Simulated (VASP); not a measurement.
Wanted: the native input for a VASP 6.6.1 run.

| Item | Value |
| --- | --- |
| Task | single point |
| Functional | r2SCAN |
| Potentials or basis | VASP PAW PBE potentials, release 64 (Si, C) |
| Cutoff | 520 eV |
| k mesh | 7 × 5 × 2 |
| Occupations | gaussian, width 0.05 eV |
| Spin | no spin polarisation |
| Dipole correction | no |
| Further INCAR settings | LREAL = Auto; ALGO = Normal; EDIFF = 1e-07; NBANDS = 46 |

Crystal: SiC.

```
Si C
1.0
     1.53760   -2.66320    0.00000
     0.00000    0.00000   -5.04817
     9.86630    4.21664    2.10357
Si C
8 8
Direct
  0.15275 0.34265 0.83333
  0.96528 0.03012 0.08333
  0.36110 0.13430 0.33333
  0.75692 0.23847 0.58333
  0.61803 0.87737 0.91667
  0.43055 0.56485 0.16667
  0.82637 0.66902 0.41667
  0.22220 0.77320 0.66667
  0.15275 0.96685 0.83333
  0.96528 0.65433 0.08333
  0.36110 0.75850 0.33333
  0.75692 0.86268 0.58333
  0.61803 0.50158 0.91667
  0.43055 0.18905 0.16667
  0.82637 0.29323 0.41667
  0.22220 0.39740 0.66667
```

The input as run:

POSCAR

```
SiC
1.0
    1.5375975033     -2.6631969973      0.0000000000
    0.0000000000      0.0000000000     -5.0481668562
    9.8663018994      4.2166398059      2.1035711290
Si C
8 8
Direct
    0.1527500000      1.3426471175      0.8333333333
   -0.0347250000      1.0301221175      0.0833333333
    0.3611000000      1.1342971175      0.3333333333
   -0.2430750000      1.2384721175      0.5833333333
    0.6180250000      0.8773721175      0.9166666667
    0.4305500000      0.5648471175      0.1666666667
    0.8263750000      0.6690221175      0.4166666667
    0.2222000000      0.7731971175      0.6666666667
    0.1527500000      0.9668528825      0.8333333333
   -0.0347250000      0.6543278825      0.0833333333
    0.3611000000      0.7585028825      0.3333333333
   -0.2430750000      0.8626778825      0.5833333333
    0.6180250000      0.5015778825      0.9166666667
    0.4305500000      0.1890528825      0.1666666667
    0.8263750000      0.2932278825      0.4166666667
    0.2222000000      0.3974028825      0.6666666667
```

INCAR.step1

```
PREC = Accurate
ENCUT = 520
ISMEAR = 0
SIGMA = 0.05
LREAL = Auto
LASPH = True
NELM = 100
NBANDS = 46
GGA = PE
ALGO = Normal
EDIFF = 1E-4
LWAVE = True
LCHARG = False
```

INCAR.step2

```
PREC = Accurate
ENCUT = 520
EDIFF = 1E-7
ISMEAR = 0
SIGMA = 0.05
LREAL = Auto
LASPH = True
NELM = 100
ALGO = Normal
ISIF = 2
LWAVE = False
LCHARG = True
METAGGA = R2SCAN
LMIXTAU = True
LELF = True
LVHAR = True
NBANDS = 46
ISTART = 1
```

KPOINTS

```
regular mesh
0
Gamma
  7 5 2
```

Potentials or basis: VASP PAW PBE potentials, release 64 (Si, C).

The run is started by

```sh
$ cat potpaw_PBE.64/Si/POTCAR potpaw_PBE.64/C/POTCAR > POTCAR
$ cp INCAR.step1 INCAR
$ mpirun -np 1 vasp_std > vasp.out
$ cp INCAR.step2 INCAR
$ mpirun -np 1 vasp_std > vasp.out
```

Results of the run:

```
Pressure               : 3.5 GPa
Largest force          : 3.329 eV/Å
Band gap on the k mesh : zero (band 32 reaches 9.46 eV, above the bottom of band 33 at 8.68 eV)
```

Caveat: the PAW data sets were made with another functional, which shifts forces and pressure a little.

Wall time 28 min on 1 thread of Oxide Virtual Turin-like Processor (shared host), peak memory 0.33 GiB.
